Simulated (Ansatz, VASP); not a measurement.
**One calculation of Sb, two programs**

INCAR

```
ALGO = Normal ; EDIFF = 1E-6
ENCUT = 520 ; GGA = PS
ISIF = 2 ; ISMEAR = -1
LASPH = T ; LCHARG = T
LELF = T ; LREAL = F
LVHAR = T ; LWAVE = F
NBANDS = 8 ; NELM = 100
PREC = Accurate ; SIGMA = 0.05
```

The input KPOINTS:

```
k-points
0
Gamma
  19 19 19
```

Contents of POSCAR:

```
Sb
1.0
   -1.5174385806      1.5174385806      2.5004967973
    1.5174385806     -1.5174385806      2.5004967973
    1.5174385806      1.5174385806     -2.5004967973
Sb
1
Direct
    0.0000000000      0.0000000000      0.0000000000
```

Input for Ansatz:

```yaml
crystal:
  lattice:
    - [-1.5174385806, 1.5174385806, 2.5004967973]
    - [1.5174385806, -1.5174385806, 2.5004967973]
    - [1.5174385806, 1.5174385806, -2.5004967973]
  atoms:
    - { symbol: Sb, position: [0.0, 0.0, 0.0] }
kpoints:
  mp_grid: { grid: [19, 19, 19] }
scf:
  occupations: { method: fermi_dirac, width: 0.05 }
hamiltonian:
  xc: pbesol
  pseudopotentials: { kind: all_electron, lapw: { basis_error: 0.00025 } }
output:
  forces: true
  stress: true
  eigenvalues: true
```

Change from the starting cell: volume scaled by 1.025.

Alike in both runs: task single point; functional PBEsol; k mesh 19 × 19 × 19; occupations fermi-dirac, width 0.05 eV; no spin polarisation.

```csv
,VASP,Ansatz
version,VASP 6.6.1,Ansatz 0.2.0
potentials or method,"VASP PAW PBE potentials, release 64 (Sb), cutoff 520 eV","all-electron LAPW, scalar-relativistic"
```

Ansatz gave:

| Quantity | Value |
| --- | --- |
| pressure (GPa) | 12.1 |
| traceless stress, the component that is largest in VASP (GPa) | -1.01 |

Problem. Which values does VASP return?

Solution. Pressure (GPa): 12.2; traceless stress, the component that is largest in VASP (GPa): -1.11.

VASP's potentials were made for PBE, not for PBEsol. Ansatz ran all-electron here, and VASP with PAW potentials.

Neither program's run includes spin-orbit coupling.
